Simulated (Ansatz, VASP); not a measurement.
Two plane-wave programs on Ta

```
CELL_PARAMETERS angstrom
0.00000 2.96927 2.96927
2.96927 0.00000 2.96927
2.96927 2.96927 0.00000
ATOMIC_POSITIONS crystal
Ta 0.12500 0.12500 0.12500
Ta 0.87500 0.87500 0.87500
```

Alike in both runs: task single point; functional PBE; k mesh 10 × 10 × 10; occupations fermi-dirac, width 0.1 eV; no spin polarisation.

```csv
,VASP,Ansatz
version,VASP 6.6.1,Ansatz 0.2.0
potentials or method,"VASP PAW PBE potentials, release 64 (Ta_pv), cutoff 520 eV","plane waves (420 eV) with PAW, scalar-relativistic"
valence electrons in the cell,22,26
```

Ansatz gave:

* pressure (GPa): 6.7

Question: Estimate VASP's values.

Answer: Pressure (GPa): 6.8.

With one functional, cell and mesh, what is left measures potentials, basis and numerics. VASP's potentials hold 22 valence electrons a cell and Ansatz's 26, so a difference there can come from the potentials and not from the codes.

Neither program's run includes spin-orbit coupling.
